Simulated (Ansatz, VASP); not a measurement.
Two plane-wave programs on Sc

```
Sc
1.0
     2.85445    0.00000    0.00000
     0.00000    2.85445    0.00000
     0.00000    0.00000    2.85445
Sc
1
Direct
  0.00000 0.00000 0.00000
```

Alike in both runs: functional LDA; k mesh 10 × 10 × 10; occupations fermi-dirac, width 0.1 eV; no spin polarisation.

Ansatz relaxed the structure, and its values are those at the end. VASP's run is a single point on that final structure, the one shown.

|  | VASP | Ansatz |
| --- | --- | --- |
| version | VASP 6.6.1 | Ansatz 0.2.0 |
| potentials or method | VASP PAW LDA potentials, release 64 (Sc_sv), cutoff 520 eV | plane waves (420 eV) with PAW, scalar-relativistic |
| valence electrons in the cell | 11 | 11 |

|  | VASP | Ansatz | Ansatz less VASP |
| --- | --- | --- | --- |
| pressure (GPa) | 0.0 | 0.0 | -0.04 |

Ansatz warns that its potentials were made for another functional, while VASP's fit it. LDA's correlation is that of Perdew and Zunger in VASP and of Perdew and Wang (1992) in Ansatz.
